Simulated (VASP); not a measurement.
Here is a VASP 6.6.1 calculation.

Contents of INCAR:

```
SYSTEM = Al8N
  PREC = Accurate
  ENCUT = 520
  EDIFF = 1E-6
  ISMEAR = 0
  SIGMA = 0.1
  LREAL = .FALSE.
  LASPH = .TRUE.
  NELM = 80
  ALGO = Normal
  ISIF = 2
  LWAVE = .FALSE.
  LCHARG = .FALSE.
  LDIPOL = .TRUE.
  IDIPOL = 3
  DIPOL = 0.5 0.5 0.395
  GGA = PE
  NBANDS = 24
```

File KPOINTS:

```
regular mesh
0
G
  9 9 1
  0 0 0
```

Contents of POSCAR:

```
Al8N
1.0
    2.8543223330      0.0000000000      0.0000000000
   -1.4271611665      2.4719156510      0.0000000000
    0.0000000000      0.0000000000     33.4760593533
Al N
8 1
Direct
    0.3333333333      0.6666666667      0.1194883770
    0.0000000000      0.0000000000      0.1895622803
    0.6666666667      0.3333333333      0.2596361837
    0.0000000000      0.0000000000      0.3297100869
    0.3333333333      0.6666666667      0.3992195594
    0.0000000000      0.0000000000      0.4696536480
    0.6666666667      0.3333333333      0.5400996810
    0.0000000000      0.0000000000      0.6116627748
    0.4444444444     -0.4444444444      0.6394438224
```

Potentials or basis: VASP PAW PBE potentials, release 64 (Al, N).

Run with:

```sh
$ cat potpaw_PBE.64/Al/POTCAR potpaw_PBE.64/N/POTCAR > POTCAR
$ mpirun -np 1 vasp_std > vasp.out
```

(1) Predict the largest force.

Answers

(1) 1.526 eV/Å.
